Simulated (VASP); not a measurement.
Here is a VASP 6.6.1 calculation.

Contents of INCAR:

```
SYSTEM = HfO2
ALGO = Normal
EDIFF = 1E-6
ENCUT = 520
GGA = PS
ISIF = 2
ISMEAR = 0
LASPH = .True.
LCHARG = .True.
LELF = .True.
LREAL = .False.
LVHAR = .True.
LWAVE = .False.
NBANDS = 31
NELM = 100
PREC = Accurate
SIGMA = 0.05
```

KPOINTS

```
k-points
0
Gamma
  6 6 8
  0 0 0
```

File POSCAR:

```
HfO2
1.0
    4.7100139200      0.0000000000      0.0000000000
    0.0000000000      4.7100139200      0.0000000000
    0.0000000000      0.0000000000      3.1299283247
Hf O
2 4
Direct
    0.0000000000      0.0000000000      0.0000000000
    0.5000000000      0.5000000000      0.5000000000
    0.1949828631      0.8050171369      0.5000000000
    0.3050171369      0.3050171369      0.0000000000
    0.6949828631      0.6949828631      0.0000000000
    0.8050171369      0.1949828631      0.5000000000
```

Potentials or basis: VASP PAW PBE potentials, release 64 (Hf_pv, O).

Command:

```console
$ cat potpaw_PBE.64/Hf_pv/POTCAR potpaw_PBE.64/O/POTCAR > POTCAR
$ mpirun -np 1 vasp_std > vasp.out
```

Problem. Predict the largest force.

Solution. 0.224 eV/Å.

Problem. What does it give for the band gap on the k mesh?

Solution. 4.12 eV.

Stress tensor (GPa, compression positive):
```
15.68  0.00  0.00
 0.00 15.68  0.00
 0.00  0.00 20.64
```

Caveat: the cell stands under pressure; the PAW data sets were made with another functional, which shifts forces and pressure a little; spin-orbit coupling is left out, which moves the levels of the heavy elements. A k mesh can miss the band edges.
